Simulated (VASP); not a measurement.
A run of VASP 6.6.1 is set up as follows.

The input INCAR:

```
  ALGO = Normal
  EDIFF = 1E-6
  ENCUT = 520
  GGA = PE
  ISIF = 2
  ISMEAR = 0
  LASPH = True
  LCHARG = False
  LREAL = False
  LWAVE = False
  NBANDS = 43
  NELM = 100
  PREC = Accurate
  SIGMA = 0.05
```

File KPOINTS:

```
k-points
0
Gamma
  7 7 3
```

Contents of POSCAR:

```
HfO2
1.0
    2.5488057606     -2.5488057606      0.0000000000
    2.5488057606      0.0000000000     -2.5488057606
    6.8296623288      6.8296623288      6.8296623288
Hf O
3 6
Direct
    0.0000000000      0.0000000000      0.6220065293
    0.3333333333      0.3333333333      0.3732088935
    0.6666666667      0.6666666667      0.1244112578
    0.6666666667      0.6666666667      0.3110094846
    1.0000000000      0.0000000000      0.0622118488
    0.3333333333      0.3333333333      0.5598071203
    0.6666666667      0.6666666667      0.6842059382
    1.0000000000      1.0000000000      0.4354083025
    0.3333333333      0.3333333333      0.1866106667
```

Potentials or basis: VASP PAW PBE potentials, release 64 (Hf_pv, O).

Command:

```console
$ cat potpaw_PBE.64/Hf_pv/POTCAR potpaw_PBE.64/O/POTCAR > POTCAR
$ mpirun -np 1 vasp_std > vasp.out
```

**Question.** Predict the largest force.

**Answer.** 1.039 eV/Å.

**Question.** Estimate the pressure.

**Answer.** -9.3 GPa.

**Question.** Estimate the band gap on the k mesh.

**Answer.** 4.16 eV (least direct gap 4.22 eV).

Forces in eV/Å, atoms in the order of the input:
```
Hf  -0.600 -0.600 -0.600
Hf   0.000  0.000  0.000
Hf   0.600  0.600  0.600
O   -0.234 -0.234 -0.234
O   -0.287 -0.287 -0.287
O   -0.175 -0.175 -0.175
O    0.287  0.287  0.287
O    0.234  0.234  0.234
O    0.175  0.175  0.175
```

Caveat: the cell differs from its parent crystal (the distance across one plane changed); the cell stands under tension; spin-orbit coupling is left out, which moves the levels of the heavy elements; an odd mesh through Γ misses points on the zone boundary, where band edges can lie; forces of over 1 eV/Å act on the atoms, so gaps and moduli don't describe the material at rest.
